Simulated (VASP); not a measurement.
# Li4NbO4 (Cm) in VASP: notebook

Runs on Li4NbO4. Level: PBEsol. Tasks: single point.

Program: VASP 6.6.1. These are calculated values, not measurements. Logs are shortened: lines on timing, memory, paths and dates and some standing lists are left out, and cuts for length are marked.

### Step 1. The cell of the first run

Symmetry: Cm, No. 8, monoclinic system. Conventional cell: a = 10.782 Å, b = 3.260 Å, c = 7.624 Å, α = 90.00°, β = 135.00°, γ = 90.00°. Within 1.6 Å of Li (site symmetry m) lie 1 O at 1.20 Å. Within 2.7 Å of Li (site symmetry m) lie 4 O at 1.92 to 2.04 Å and 4 Li at 2.51 to 2.62 Å. Li (site symmetry m) has 4 O at 1.92 to 2.04 Å and 2 Li at 2.51 Å within 2.6 Å. Li (site symmetry m) has 4 O at 1.92 to 2.04 Å within 2.5 Å. Nb (site symmetry m) has 1 Li at 1.84 Å and 4 O at 1.94 Å within 2.4 Å. O (site symmetry m) has 4 Li at 1.92 to 2.04 Å and 1 Nb at 1.94 Å within 2.5 Å. Within 2.6 Å of O (site symmetry m) lie 1 Nb at 1.94 Å and 4 Li at 1.94 to 2.59 Å. O (site symmetry m) has 4 Li at 1.68 to 1.94 Å and 1 Nb at 1.94 Å within 2.2 Å.

### Step 2. Single point, PBEsol (atom 1 (Li) moved by -0.608 Å along [1 0 0] and +0.810 Å along [0 1 0])

File INCAR:

```
SYSTEM = Li4NbO4
PREC = Accurate
ENCUT = 520
EDIFF = 1E-6
ISMEAR = 0
SIGMA = 0.05
LREAL = .FALSE.
LASPH = .TRUE.
NELM = 60
ALGO = Normal
ISIF = 2
LWAVE = .FALSE.
LCHARG = .FALSE.
GGA = PS
NBANDS = 34
```

File KPOINTS:

```
Automatic mesh
0
G
  10 10 10
  0 0 0
```

File POSCAR:

```
Li4NbO4
1.0
   -3.8119495391      3.8119495391      1.6301049253
    3.8119495391     -3.8119495391      1.6301049253
    3.8119495391      3.8119495391     -1.6301049253
Li Nb O
4 1 4
Direct
    0.2279101365      0.0776443859      0.3055545224
    0.8426719780      0.3341549847      0.1768269627
    0.1573280220      0.6658450153      0.8231730373
    0.6658450153      0.8426719780      0.5085169933
    0.0000000000      0.0000000000      0.0000000000
    0.7589255465      0.0797104317      0.8386359782
    0.9202895683      0.7589255465      0.6792151148
    0.0797104317      0.2410744535      0.3207848852
    0.2410744535      0.9202895683      0.1613640218
```

Potentials or basis: VASP PAW PBE potentials, release 64 (Li_sv, Nb_sv, O).

On the command line:

```
> cat potpaw_PBE.64/Li_sv/POTCAR potpaw_PBE.64/Nb_sv/POTCAR potpaw_PBE.64/O/POTCAR > POTCAR
> mpirun -np 1 vasp_std > vasp.out
```

OUTCAR:

```text
SYSTEM = Li4NbO4
   PREC = Accurate
   ENCUT = 520
   EDIFF = 1E-6
   ISMEAR = 0
   LREAL = .FALSE.
   LASPH = .TRUE.
   NELM = 60
   ISIF = 2
   GGA = PS

 ion  position               nearest neighbor table
   1  0.228  0.078  0.306-   9 1.20   8 1.68   5 1.84
   2  0.843  0.334  0.177-   9 1.92   9 1.92   8 1.94   6 2.04   3 2.51   3 2.51   5 2.82
   3  0.157  0.666  0.823-   6 1.92   6 1.92   7 1.94   9 2.04   2 2.51   2 2.51   5 2.82
   4  0.666  0.843  0.509-   8 1.92   8 1.92   6 1.94   7 2.04   5 2.82
   5  0.000  0.000  0.000-   1 1.84   7 1.94   8 1.94   6 1.94   9 1.94   3 2.82   4 2.82   2 2.82

   6  0.759  0.080  0.839-   3 1.92   3 1.92   5 1.94   4 1.94   2 2.04
   7  0.920  0.759  0.679-   5 1.94   3 1.94   4 2.04
   8  0.080  0.241  0.321-   1 1.68   4 1.92   4 1.92   5 1.94   2 1.94
   9  0.241  0.920  0.161-   1 1.20   2 1.92   2 1.92   5 1.94   3 2.04

  LATTYP: Found a body centered tetragonal cell.
 ALAT       =     7.6238990782
 C/A-ratio  =     0.4276302476

  Lattice vectors:

 A1 = (  -3.8119495391,   3.8119495391,   1.6301049253)
 A2 = (   3.8119495391,  -3.8119495391,   1.6301049253)
 A3 = (   3.8119495391,   3.8119495391,  -1.6301049253)

Analysis of symmetry for initial positions (statically):
=====================================================================
 Subroutine PRICEL returns:
 Original cell was already a primitive cell.

 Routine SETGRP: Setting up the symmetry group for a
 body centered tetragonal supercell.

 Subroutine GETGRP returns: Found  2 space group operations
 (whereof  2 operations were pure point group operations)
 out of a pool of 16 trial point group operations.

The static configuration has the point symmetry C_1h.

Analysis of symmetry for dynamics (positions and initial velocities):
=====================================================================
 Subroutine PRICEL returns:
 Original cell was already a primitive cell.

 Routine SETGRP: Setting up the symmetry group for a
 body centered tetragonal supercell.

 Subroutine GETGRP returns: Found  2 space group operations
 (whereof  2 operations were pure point group operations)
 out of a pool of 16 trial point group operations.

The dynamic configuration has the point symmetry C_1h.

 Subroutine INISYM returns: Found  2 space group operations
 (whereof  2 operations are pure point group operations),
 and found     1 'primitive' translations

----------------------------------------------------------------------------------------

                                     Primitive cell

  volume of cell :      94.7480

  direct lattice vectors                    reciprocal lattice vectors
    -3.811949539  3.811949539  1.630104925     0.000000000  0.131166479  0.306728722
     3.811949539 -3.811949539  1.630104925     0.131166479  0.000000000  0.306728722
     3.811949539  3.811949539 -1.630104925     0.131166479  0.131166479  0.000000000

  length of vectors
     5.631976620  5.631976620  5.631976620     0.333597293  0.333597293  0.185497414

  position of ions in fractional coordinates (direct lattice)
     0.227910137  0.077644386  0.305554522
     0.842671978  0.334154985  0.176826963
     0.157328022  0.665845015  0.823173037
     0.665845015  0.842671978  0.508516993
     0.000000000  0.000000000  0.000000000
     0.758925547  0.079710432  0.838635978
     0.920289568  0.758925547  0.679215115
     0.079710432  0.241074453  0.320784885
     0.241074453  0.920289568  0.161364022

  ion indices of the primitive-cell ions
   primitive index   ion index
                 1           1
                 2           2
                 3           3
                 4           4
                 5           5
                 6           6
                 7           7
                 8           8
                 9           9

----------------------------------------------------------------------------------------

 KPOINTS: Automatic mesh

Automatic generation of k-mesh.
 Grid dimensions read from file:
 generate k-points for:   10   10   10

 Generating k-lattice:

  Cartesian coordinates                     Fractional coordinates (reciprocal lattice)
     0.000000000  0.013116648  0.030672872     0.100000000  0.000000000  0.000000000
     0.013116648  0.000000000  0.030672872     0.000000000  0.100000000  0.000000000
     0.013116648  0.013116648  0.000000000     0.000000000  0.000000000  0.100000000

  Length of vectors
     0.033359729  0.033359729  0.018549741

  Shift w.r.t. Gamma in fractional coordinates (k-lattice)
     0.000000000  0.000000000  0.000000000

 Subroutine IBZKPT returns following result:
 ===========================================

 Found    282 irreducible k-points:

 Following reciprocal coordinates:
            Coordinates               Weight
  0.000000  0.000000  0.000000      1.000000
  0.100000  0.000000 -0.000000      4.000000
  0.100000  0.000000 -0.100000      4.000000
  0.200000  0.000000 -0.000000      4.000000
[... 31 lines left out ...]
   ISYM   =      2    0-nonsym 1-usesym 2-fastsym
   POTIM  = 0.5000    time-step for ionic-motion
   TEBEG  =    0.0;   TEEND  =   0.0 temperature during run
   PSTRESS=    0.0 pullay stress
   NELECT =      49.0000    total number of electrons
   NUPDOWN=      -1.0000    fix difference up-down
   EMIN   =  10.00;   EMAX   =-10.00  energy-range for DOS
   EFERMI =   0.00;   METHOD = LEGACY
   ISMEAR =     0;   SIGMA  =   0.05  broadening in eV -4-tet -1-fermi 0-gaus
   EFERMI_NEDOS =   21; number of points for ismear=-14 and -15
   IALGO  =     38    algorithm
   IMIX   =      4    mixing-type and parameters
     AMIX     =   0.40;   BMIX     =  1.00
     AMIX_MAG =   1.60;   BMIX_MAG =  1.00
  volume/ion in A,a.u.               =      10.53        71.04
  Fermi-wavevector in a.u.,A,eV,Ry     =   1.314065  2.483223 23.494096  1.726767
  Thomas-Fermi vector in A             =   2.444344
   LORBIT       =      0    0 simple, 1 ext, 2 COOP (PROOUT), +10 PAW based schemes
   GGA     = PS    functional components
   LHFCALC =     F    Hartree Fock is set to
   AEXX    =    0.0000 exact exchange contribution
   IVDW    =     0    specifies the selected vdW correction
   LEPSILON=     F    determine dielectric tensor
   LRPA    =     F    only Hartree local field effects (RPA)
 non-spin polarized calculation
 Gauss-broadening in eV      SIGMA  =   0.05
  energy-cutoff  :      520.00
  volume of cell :       94.75
 maximum number of plane-waves:      2570
 NGX is ok and might be reduce to    42
   NGX = 21   NGY = 21   NGZ = 21

 number of electron      49.0000003 magnetization

 Free energy of the ion-electron system (eV)
  ---------------------------------------------------
  ext. energy  EPLUGINS =         0.00000000
  ---------------------------------------------------
  free energy    TOTEN  =       -51.93199086 eV

  energy without entropy =      -51.93199086  energy(sigma->0) =      -51.93199086

 E-fermi :   3.1857     XC(G=0):  -9.8880

 val. band max:        2.8767246291   @ k =  -0.1000  -0.1000   0.1000
 cond. band min:       4.1093862873   @ k =  -0.4000  -0.3000   0.3000
 fundamental gap:      1.2326616581
 Fermi energy:         3.1856834943

 k-point     1 :       0.0000    0.0000    0.0000
  band No.  band energies     occupation
      1     -52.1646      2.00000
      2     -41.2190      2.00000
      3     -40.3422      2.00000
      4     -39.8860      2.00000
      5     -39.7189      2.00000
      6     -28.5819      2.00000
[... 26 lines left out ...]
     33      11.6165      0.00000
     34      13.2233      0.00000

 k-point     2 :       0.1000    0.0000   -0.0000
  band No.  band energies     occupation
      1     -52.1627      2.00000
      2     -41.2185      2.00000
      3     -40.3417      2.00000
      4     -39.8855      2.00000
      5     -39.7185      2.00000
      6     -28.5794      2.00000
[... 26 lines left out ...]
     33      11.6277      0.00000
     34      13.0685      0.00000
[... 775 lines left out ...]
     33      12.0109      0.00000
     34      13.0579      0.00000

 k-point    24 :      -0.1000   -0.4000    0.0000
  band No.  band energies     occupation
      1     -52.1441      2.00000
      2     -41.2130      2.00000
      3     -40.3363      2.00000
      4     -39.8801      2.00000
      5     -39.7146      2.00000
      6     -28.5556      2.00000
[... 26 lines left out ...]
     33      12.1877      0.00000
     34      13.0798      0.00000

 [... further k-points ...]

------------------------ aborting loop because EDIFF is reached ----------------------------------------

  FORCE on cell =-STRESS in cart. coord.  units (eV):
  Direction    XX          YY          ZZ          XY          YZ          ZX
  --------------------------------------------------------------------------------------
  -------------------------------------------------------------------------------------
  Total       26.4051735     12.9221483     -0.1929614      0.6966731      0.0000000      0.0000000
  in kB      446.5085407    218.5120884     -3.2629558     11.7806653      0.0000000      0.0000000
  external PRESSURE =     220.5858911 kB  Pullay stress =       0.0000000 kB

 VOLUME and BASIS-vectors are now :
 -----------------------------------------------------------------------------
  energy-cutoff  :      520.00
  volume of cell :       94.75
      direct lattice vectors                 reciprocal lattice vectors
    -3.811949539  3.811949539  1.630104925     0.000000000  0.131166479  0.306728722
     3.811949539 -3.811949539  1.630104925     0.131166479  0.000000000  0.306728722
     3.811949539  3.811949539 -1.630104925     0.131166479  0.131166479  0.000000000

 POSITION                                       TOTAL-FORCE (eV/Angst)
 -----------------------------------------------------------------------------------
      0.59195      1.73756      0.00000        25.327578      7.142117     -0.000000
     -1.26439      2.61250      1.63010        -0.159837      0.115754     -0.000000
      5.07634      1.19945      0.00000        -0.091419     -0.378656     -0.000000
      2.61250      1.26439      1.63010         0.091024      0.468970     -0.000000
      0.00000      0.00000      0.00000        -4.445599     -9.095204      0.000000
      0.60770      5.78597      0.00000         0.091850      0.603126     -0.000000
      1.97402      3.20425      1.63010         1.188093      0.272918     -0.000000
      1.83793      0.60770      0.00000         0.413258     -0.814544     -0.000000
      3.20425     -1.97402      1.63010       -22.414948      1.685519      0.000000
 -----------------------------------------------------------------------------------
    total drift:                               -0.000177     -0.000405      0.000052

  FREE ENERGIE OF THE ION-ELECTRON SYSTEM (eV)
  ---------------------------------------------------
  free  energy   TOTEN  =       -51.9319908565 eV

  energy  without entropy=      -51.9319908565  energy(sigma->0) =      -51.93199086
```

Wall time 41 min (1 thread of Oxide Virtual Turin-like, shared host); peak memory 0.77 GiB.

Results:

| Property | Result |
| --- | --- |
| Free energy | -51.9320 eV |
| Largest force | 26.315 eV/Å |
| Band gap on the k mesh | zero (an odd number of electrons rules out a gap without spin polarisation) |

Forces on the atoms (eV/Å):
```
Li   25.328   7.142   0.000
Li   -0.160   0.116   0.000
Li   -0.091  -0.379   0.000
Li    0.091   0.469   0.000
Nb   -4.446  -9.095   0.000
O     0.092   0.603   0.000
O     1.188   0.273   0.000
O     0.413  -0.815   0.000
O   -22.415   1.686   0.000
```

Caveat: the cell differs from its parent crystal (atom 1 (Li) moved by -0.608 Å along [1 0 0] and +0.810 Å along [0 1 0]); the cutoff is under 1.25 times the usual one of these potentials, so pressure, stress and relaxed cells hold a basis-set (Pulay) error; atoms lie so close that the PAW spheres overlap strongly, which falsifies energies and pressures; the PAW data sets were made with another functional, which shifts forces and pressure a little; an odd number of electrons without spin polarisation forces a metal; a magnetic or distorted state may lie lower.

### Step 3. Single point, PBEsol (atom 1 (Li) moved by -0.405 Å along [1 0 0] and -0.203 Å along [0 1 0])

File INCAR:

```
SYSTEM = Li4NbO4
PREC = Accurate ; ENCUT = 520
EDIFF = 1E-6 ; ISMEAR = 0
SIGMA = 0.05 ; LREAL = .FALSE.
LASPH = .TRUE. ; NELM = 80
ALGO = Normal ; ISIF = 2
LWAVE = .FALSE. ; LCHARG = .FALSE.
GGA = PS ; NBANDS = 34
```

File KPOINTS:

```
regular mesh
0
G
  10 10 10
  0 0 0
```

Changes to POSCAR since step 2:

```diff
@@ -8,3 +8,3 @@
 Direct
-    0.2279101365      0.0776443859      0.3055545224
+    0.3607161967      0.1042055979      0.4649217947
     0.8426719780      0.3341549847      0.1768269627
```

Potentials or basis: VASP PAW PBE potentials, release 64 (Li_sv, Nb_sv, O).

On the command line:

```
> cat potpaw_PBE.64/Li_sv/POTCAR potpaw_PBE.64/Nb_sv/POTCAR potpaw_PBE.64/O/POTCAR > POTCAR
> mpirun -np 1 vasp_std > vasp.out
```

Run time: 29 min. Hardware: 1 thread of Oxide Virtual Turin-like, shared host; peak memory 0.77 GiB.

It converged, with:

| Property | Result |
| --- | --- |
| Free energy | -58.8523 eV |
| Largest force | 2.458 eV/Å |
| Band gap on the k mesh | zero (an odd number of electrons rules out a gap without spin polarisation) |

Forces on the atoms (eV/Å):
```
Li   2.403  0.520  0.000
Li  -0.373 -0.063  0.000
Li   0.078  0.111  0.000
Li  -0.378  0.376  0.000
Nb   0.137 -0.402  0.000
O    0.033 -0.161  0.000
O   -0.349  0.247  0.000
O   -0.142 -0.353  0.000
O   -1.408 -0.276  0.000
```

Levels at points of the mesh, in eV from the Fermi level:
```csv
k point,band 23,band 24,band 25,band 26,band 27,band 28
"(0.00, 0.00, 0.00)",-1.71,-1.68,-1.53,2.93,3.10,3.33
"(0.50, 0.00, 0.00)",-1.92,-1.84,1.83,2.05,3.52,4.39
"(0.50, 0.00, 0.50)",-1.94,-1.83,1.90,1.99,3.53,4.38
"(0.50, 0.50, 0.00)",-1.84,-1.79,-1.60,2.93,3.10,3.37
"(0.00, 0.00, 0.50)",-1.92,-1.83,-1.75,2.91,3.10,3.40
"(0.50, 0.50, 0.50)",-1.98,-1.95,-1.42,2.73,2.95,3.11
```

Caveat: the cell differs from its parent crystal (atom 1 (Li) moved by -0.405 Å along [1 0 0] and -0.203 Å along [0 1 0]); the cutoff is under 1.25 times the usual one of these potentials, so pressure, stress and relaxed cells hold a basis-set (Pulay) error; the PAW data sets were made with another functional, which shifts forces and pressure a little; an odd number of electrons without spin polarisation forces a metal; a magnetic or distorted state may lie lower.

### Step 4. Single point, PBEsol (atom 1 (Li) moved by -0.203 Å along [1 0 0] and +0.810 Å along [0 1 0])

File INCAR:

```
ALGO     = Normal         # electronic algorithm
EDIFF    = 1E-6           # SCF threshold, eV
ENCUT    = 520            # plane-wave cutoff, eV
GGA      = PS             # functional
ISIF     = 2              # what is computed and relaxed
ISMEAR   = 0              # smearing method
LASPH    = T              # aspherical terms in the spheres
LCHARG   = F              # write CHGCAR
LREAL    = F              # projectors in reciprocal space
LWAVE    = F              # write WAVECAR
NBANDS   = 34             # bands
NELM     = 80             # most SCF steps
PREC     = Accurate       # precision mode
SIGMA    = 0.05           # smearing width, eV
```

File KPOINTS:

```
k-points
0
Gamma
  10 10 10
```

Changes to POSCAR since step 3:

```diff
@@ -8,3 +8,3 @@
 Direct
-    0.3607161967      0.1042055979      0.4649217947
+    0.2279101365      0.1307668100      0.3586769465
     0.8426719780      0.3341549847      0.1768269627
```

On the command line:

```
> cat potpaw_PBE.64/Li_sv/POTCAR potpaw_PBE.64/Nb_sv/POTCAR potpaw_PBE.64/O/POTCAR > POTCAR
> mpirun -np 1 vasp_std > vasp.out
```

Run time: 29 min. Hardware: 1 thread of Oxide Virtual Turin-like, shared host; peak memory 0.77 GiB.

It converged, with:

- Free energy: -55.8761 eV
- Largest force: 11.377 eV/Å
- Band gap on the k mesh: zero (an odd number of electrons rules out a gap without spin polarisation)

Forces on the atoms (eV/Å):
```
Li   0.309 11.372  0.000
Li   0.096  0.037  0.000
Li  -0.052 -0.408  0.000
Li   0.491  0.248  0.000
Nb  -4.582 -5.520  0.000
O    0.139  0.409  0.000
O    0.938 -0.200  0.000
O    4.148 -5.643  0.000
O   -1.488 -0.296  0.000
```

Levels at points of the mesh, in eV from the Fermi level:
```tsv
k point	band 21	band 22	band 23	band 24	band 25	band 26	band 27	band 28	band 29	band 30
(0.00, 0.00, 0.00)	-2.31	-1.93	-1.71	-1.54	-1.47	2.79	2.86	3.03	4.68	6.14
(0.50, 0.00, 0.00)	-2.68	-2.35	-1.81	-1.69	1.73	1.91	3.11	4.35	4.88	6.44
(0.50, 0.00, 0.50)	-2.65	-2.27	-1.89	-1.73	1.72	1.91	3.12	4.35	4.90	6.31
(0.50, 0.50, 0.00)	-2.42	-2.03	-1.90	-1.57	-1.49	2.77	2.94	3.05	5.18	6.09
(0.00, 0.00, 0.50)	-2.29	-2.23	-1.98	-1.71	-1.62	2.80	2.97	3.03	5.14	6.19
(0.50, 0.50, 0.50)	-2.31	-2.19	-2.07	-1.65	-1.52	2.74	2.80	3.07	5.20	6.01
```

Caveat: the cell differs from its parent crystal (atom 1 (Li) moved by -0.203 Å along [1 0 0] and +0.810 Å along [0 1 0]); the cutoff is under 1.25 times the usual one of these potentials, so pressure, stress and relaxed cells hold a basis-set (Pulay) error; the PAW data sets were made with another functional, which shifts forces and pressure a little; an odd number of electrons without spin polarisation forces a metal; a magnetic or distorted state may lie lower.

### Step 5. Summary

```csv
cell,gap on the mesh (eV),largest force (eV/Å)
"as given, atomic positions A",none,26.32
"as given, atomic positions B",none,2.46
"as given, atomic positions C",none,11.38
```

Alike in all rows: task single point; level PBEsol; potentials or basis VASP PAW PBE potentials, release 64 (Li_sv, Nb_sv, O); no spin polarisation; k mesh 10 × 10 × 10; cutoff (eV) 520; smearing gaussian 0.05 eV.

Caveats: the cutoff is under 1.25 times the usual one of these potentials, so pressure, stress and relaxed cells hold a basis-set (Pulay) error; the PAW data sets were made with another functional, which shifts forces and pressure a little; an odd number of electrons without spin polarisation forces a metal; a magnetic or distorted state may lie lower; atoms lie so close that the PAW spheres overlap strongly, which falsifies energies and pressures (at least some runs).

Total energies depend on the potentials used, so only differences within one code and one set of settings carry meaning.

The gap in the log of VASP goes by the Fermi energy; the results here count the filled bands.